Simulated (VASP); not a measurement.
# GaSb (F-43m) in VASP: a series of runs, part 2 of 2

VASP 6.6.1. Earlier steps stand in the parts before.

**3. Vibrations by perturbation theory, PBE**

This run uses another cell than the first one, of 30.02 Å³/atom.

File INCAR:

```
  PREC = Accurate
  ENCUT = 520
  EDIFF = 1E-8
  ISMEAR = -1
  SIGMA = 0.15
  LREAL = False
  LASPH = True
  NELM = 100
  ALGO = Normal
  ISIF = 2
  LWAVE = False
  LCHARG = False
  GGA = PE
  NBANDS = 16
  IBRION = 8
  NSW = 1
```

File KPOINTS:

```
regular mesh
0
Gamma
  12 12 12
```

File POSCAR:

```
GaSb
1.0
    0.0000000000      3.1078060433      3.1078060433
    3.1078060433      0.0000000000      3.1078060433
    3.1078060433      3.1078060433      0.0000000000
Ga Sb
1 1
Direct
    0.0000000000      0.0000000000      0.0000000000
    0.7500000000      0.7500000000      0.7500000000
```

Potentials or basis: VASP PAW PBE potentials, release 64 (Ga_d, Sb).

Started as:

```sh
cat potpaw_PBE.64/Ga_d/POTCAR potpaw_PBE.64/Sb/POTCAR > POTCAR
mpirun -np 1 vasp_std > vasp.out
```

OUTCAR:

```text
PREC = Accurate
   ENCUT = 520
   EDIFF = 1E-8
   ISMEAR = -1
   LREAL = False
   LASPH = True
   NELM = 100
   ISIF = 2
   GGA = PE
   IBRION = 8
   NSW = 1

 ion  position               nearest neighbor table
   1  0.000  0.000  0.000-   2 2.69   2 2.69   2 2.69   2 2.69
   2  0.750  0.750  0.750-   1 2.69   1 2.69   1 2.69   1 2.69

  LATTYP: Found a face centered cubic cell.
 ALAT       =     6.2156120866

  Lattice vectors:

 A1 = (   0.0000000000,   3.1078060433,   3.1078060433)
 A2 = (   3.1078060433,   0.0000000000,   3.1078060433)
 A3 = (   3.1078060433,   3.1078060433,   0.0000000000)

Analysis of symmetry for initial positions (statically):
=====================================================================
 Subroutine PRICEL returns:
 Original cell was already a primitive cell.

 Routine SETGRP: Setting up the symmetry group for a
 face centered cubic supercell.

 Subroutine GETGRP returns: Found 24 space group operations
 (whereof 24 operations were pure point group operations)
 out of a pool of 48 trial point group operations.

The static configuration has the point symmetry T_d .

Analysis of symmetry for dynamics (positions and initial velocities):
=====================================================================
 Subroutine PRICEL returns:
 Original cell was already a primitive cell.

 Routine SETGRP: Setting up the symmetry group for a
 face centered cubic supercell.

 Subroutine GETGRP returns: Found 24 space group operations
 (whereof 24 operations were pure point group operations)
 out of a pool of 48 trial point group operations.

The dynamic configuration has the point symmetry T_d .

 Subroutine INISYM returns: Found 24 space group operations
 (whereof 24 operations are pure point group operations),
 and found     1 'primitive' translations

----------------------------------------------------------------------------------------

                                     Primitive cell

  volume of cell :      60.0332

  direct lattice vectors                    reciprocal lattice vectors
     0.000000000  3.107806043  3.107806043    -0.160885201  0.160885201  0.160885201
     3.107806043  0.000000000  3.107806043     0.160885201 -0.160885201  0.160885201
     3.107806043  3.107806043  0.000000000     0.160885201  0.160885201 -0.160885201

  length of vectors
     4.395101456  4.395101456  4.395101456     0.278661342  0.278661342  0.278661342

  position of ions in fractional coordinates (direct lattice)
     0.000000000  0.000000000  0.000000000
     0.750000000  0.750000000  0.750000000

  ion indices of the primitive-cell ions
   primitive index   ion index
                 1           1
                 2           2

----------------------------------------------------------------------------------------

[... 125 lines left out ...]

 k-point     1 :       0.0000    0.0000    0.0000
  band No.  band energies     occupation
      1     -10.5487      2.00000
      2     -10.5487      2.00000
      3     -10.5487      2.00000
      4     -10.5058      2.00000
      5     -10.5058      2.00000
      6      -6.7619      2.00000
[... 433 lines left out ...]
      3     -10.5370      2.00000
      4     -10.5070      2.00000
      5     -10.5058      2.00000
      6      -5.0774      2.00000
[... 8 lines left out ...]
     15      12.9768      0.00000
     16      13.4210      0.00000

 [... further k-points ...]

------------------------ aborting loop because EDIFF is reached ----------------------------------------

  FORCE on cell =-STRESS in cart. coord.  units (eV):
  Direction    XX          YY          ZZ          XY          YZ          ZX
  --------------------------------------------------------------------------------------
  -------------------------------------------------------------------------------------
  Total        0.0259986      0.0259986      0.0259986      0.0000000      0.0000000     -0.0000000
  in kB        0.6938545      0.6938545      0.6938545      0.0000000      0.0000000     -0.0000000
  external PRESSURE =       0.6938545 kB  Pullay stress =       0.0000000 kB

 VOLUME and BASIS-vectors are now :
 -----------------------------------------------------------------------------
  energy-cutoff  :      520.00
  volume of cell :       60.03
      direct lattice vectors                 reciprocal lattice vectors
     0.000000000  3.107806043  3.107806043    -0.160885201  0.160885201  0.160885201
     3.107806043  0.000000000  3.107806043     0.160885201 -0.160885201  0.160885201
     3.107806043  3.107806043  0.000000000     0.160885201  0.160885201 -0.160885201

 POSITION                                       TOTAL-FORCE (eV/Angst)
 -----------------------------------------------------------------------------------
      0.00000      0.00000      0.00000        -0.000000     -0.000000     -0.000000
      4.66171      4.66171      4.66171         0.000000      0.000000      0.000000
 -----------------------------------------------------------------------------------
    total drift:                               -0.000001     -0.000001     -0.000001

  FREE ENERGIE OF THE ION-ELECTRON SYSTEM (eV)
  ---------------------------------------------------
  free  energy   TOTEN  =        -7.3754428231 eV

  energy  without entropy=       -7.3678956170  energy(sigma->0) =       -7.37166922

[... ionic steps 2 to 3 ...]

--------------------------------------- Ionic step        4  -------------------------------------------

------------------------ aborting loop because EDIFF is reached ----------------------------------------

[... ionic steps 5 to 6 ...]

--------------------------------------- Ionic step        7  -------------------------------------------

 Free energy of the ion-electron system (eV)
  ---------------------------------------------------
  ---------------------------------------------------
  free energy    TOTEN  =        -0.02573974 eV

  energy without entropy =       -0.02573974

------------------------ aborting loop because EDIFF is reached ----------------------------------------

 INTERNAL STRAIN TENSOR  FOR ION    2  DIRECTION 1   (eV/Angst):
 -----------------------------------------------------------------------------
    -0.00222  0.00000  0.00000
     0.00000  0.00310  5.90349
     0.00000  5.90349  0.00310

 INTERNAL STRAIN TENSOR FOR ION    2 for displacements in x,y,z  (eV/Angst):
          X           Y           Z          XY          YZ          ZX
  --------------------------------------------------------------------------------
  x     0.00000     0.00000     0.00000     0.00000     5.90349     0.00000
  y     0.00000    -0.00000     0.00000     0.00000     0.00000     5.90349
  z     0.00000     0.00000     0.00000     5.90349     0.00000     0.00000

 SECOND DERIVATIVES (NOT SYMMETRIZED)
 ------------------------------------
               1X          1Y          1Z          2X          2Y          2Z
  1X    -7.053218    0.000000    0.000000    7.053218    0.000000    0.000000
  1Y     0.000000   -7.053218    0.000000    0.000000    7.053218    0.000000
  1Z     0.000000    0.000000   -7.053218    0.000000    0.000000    7.053218
  2X     7.093736    0.000000    0.000000   -7.093736    0.000000    0.000000
  2Y     0.000000    7.093736    0.000000    0.000000   -7.093736    0.000000
  2Z     0.000000    0.000000    7.093736    0.000000    0.000000   -7.093736

 Eigenvectors and eigenvalues of the dynamical matrix
 ----------------------------------------------------

   1 f  =    6.242087 THz    39.220190 2PiTHz  208.213611 cm-1    25.815186 meV
             X         Y         Z           dx          dy          dz
      0.000000  0.000000  0.000000     0.000000    0.796575    0.000000
      4.661709  4.661709  4.661709     0.000000   -0.604539    0.000000
[... 21 lines left out ...]
   6 f/i=    0.008609 THz     0.054094 2PiTHz    0.287174 cm-1     0.035605 meV
             X         Y         Z           dx          dy          dz
      0.000000  0.000000  0.000000     0.000000    0.000000   -0.604539
      4.661709  4.661709  4.661709     0.000000    0.000000   -0.796575

--------------------------------------------------------------------------------------------------------

 ELASTIC MODULI CONTR FROM IONIC RELAXATION (kBar)
 Direction    XX          YY          ZZ          XY          YZ          ZX
 --------------------------------------------------------------------------------
 XX          -0.0000     -0.0000     -0.0000     -0.0000     -0.0000     -0.0000
 YY          -0.0000     -0.0000     -0.0000     -0.0000     -0.0000      0.0000
 ZZ          -0.0000     -0.0000     -0.0000     -0.0000     -0.0000     -0.0000
 XY          -0.0000     -0.0000     -0.0000   -133.9904     -0.0000     -0.0000
 YZ          -0.0000     -0.0000     -0.0000     -0.0000   -133.9904      0.0000
 ZX          -0.0000      0.0000     -0.0000     -0.0000      0.0000   -133.9904
 --------------------------------------------------------------------------------
```

Run time: 12 min. Hardware: 1 thread of AMD EPYC 9R14 (Zen 4), shared host; peak memory 0.67 GiB.

What came out:

```
Highest phonon frequency at Γ, LO-TO splitting left out : 208 cm⁻¹
```

Phonon frequencies in cm⁻¹ (negative: imaginary):
```tsv
q point	frequencies
(0.000, 0.000, 0.000)	0 0 0 208 208 208
```

Caveat: spin-orbit coupling is left out, which moves the levels of the heavy elements.

**4. Vibrations by perturbation theory, PBE**

This run uses another cell than the first one, of 30.02 Å³/atom.

INCAR is that of step 3.

KPOINTS is that of step 3.

File POSCAR:

```
GaSb
1.0
    0.0000000000      3.1078059676      3.1078059676
    3.1078059676      0.0000000000      3.1078059676
    3.1078059676      3.1078059676      0.0000000000
Ga Sb
1 1
Direct
    0.0000000000      0.0000000000      0.0000000000
    0.2500000000      0.2500000000      0.2500000000
```

Potentials or basis: VASP PAW PBE potentials, release 64 (Ga_d, Sb).

Started as:

```sh
cat potpaw_PBE.64/Ga_d/POTCAR potpaw_PBE.64/Sb/POTCAR > POTCAR
mpirun -np 1 vasp_std > vasp.out
```

OUTCAR:

```text
PREC = Accurate
   ENCUT = 520
   EDIFF = 1E-8
   ISMEAR = -1
   LREAL = False
   LASPH = True
   NELM = 100
   ISIF = 2
   GGA = PE
   IBRION = 8
   NSW = 1

 ion  position               nearest neighbor table
   1  0.000  0.000  0.000-   2 2.69   2 2.69   2 2.69   2 2.69
   2  0.250  0.250  0.250-   1 2.69   1 2.69   1 2.69   1 2.69

  LATTYP: Found a face centered cubic cell.
 ALAT       =     6.2156119352

  Lattice vectors:

 A1 = (   0.0000000000,   3.1078059676,   3.1078059676)
[... 711 lines left out ...]
  1X    -7.050135    0.000000    0.000000    7.050135    0.000000    0.000000
  1Y     0.000000   -7.050135    0.000000    0.000000    7.050135    0.000000
  1Z     0.000000    0.000000   -7.050135    0.000000    0.000000    7.050135
  2X     7.097226    0.000000    0.000000   -7.097226    0.000000    0.000000
  2Y     0.000000    7.097226    0.000000    0.000000   -7.097226    0.000000
  2Z     0.000000    0.000000    7.097226    0.000000    0.000000   -7.097226

 Eigenvectors and eigenvalues of the dynamical matrix
 ----------------------------------------------------

   1 f  =    6.241784 THz    39.218288 2PiTHz  208.203518 cm-1    25.813935 meV
             X         Y         Z           dx          dy          dz
      0.000000  0.000000  0.000000    -0.796440    0.000000    0.000000
      1.553903  1.553903  1.553903     0.604718    0.000000    0.000000
[... 21 lines left out ...]
   6 f/i=    0.010006 THz     0.062872 2PiTHz    0.333776 cm-1     0.041383 meV
             X         Y         Z           dx          dy          dz
      0.000000  0.000000  0.000000     0.000000   -0.322674   -0.511434
      1.553903  1.553903  1.553903     0.000000   -0.424976   -0.673582

--------------------------------------------------------------------------------------------------------

 ELASTIC MODULI CONTR FROM IONIC RELAXATION (kBar)
 Direction    XX          YY          ZZ          XY          YZ          ZX
 --------------------------------------------------------------------------------
 XX          -0.0000     -0.0000     -0.0000     -0.0000     -0.0000     -0.0000
 YY          -0.0000     -0.0000     -0.0000     -0.0000     -0.0000     -0.0000
 ZZ          -0.0000     -0.0000     -0.0000     -0.0000     -0.0000     -0.0000
 XY          -0.0000     -0.0000     -0.0000   -134.2395      0.0000      0.0000
 YZ          -0.0000     -0.0000     -0.0000      0.0000   -134.2395      0.0000
 ZX          -0.0000     -0.0000     -0.0000      0.0000      0.0000   -134.2395
 --------------------------------------------------------------------------------
```

Wall time 12 min (1 thread of AMD EPYC 9R45 (Zen 5), shared host); peak memory 0.66 GiB.

What came out:

| Quantity | Value |
| --- | --- |
| Highest phonon frequency at Γ, LO-TO splitting left out | 208 cm⁻¹ |

Phonon frequencies in cm⁻¹ (negative: imaginary):
```csv
q point,frequencies
"(0.000, 0.000, 0.000)",0 0 0 208 208 208
```

Caveat: spin-orbit coupling is left out, which moves the levels of the heavy elements.
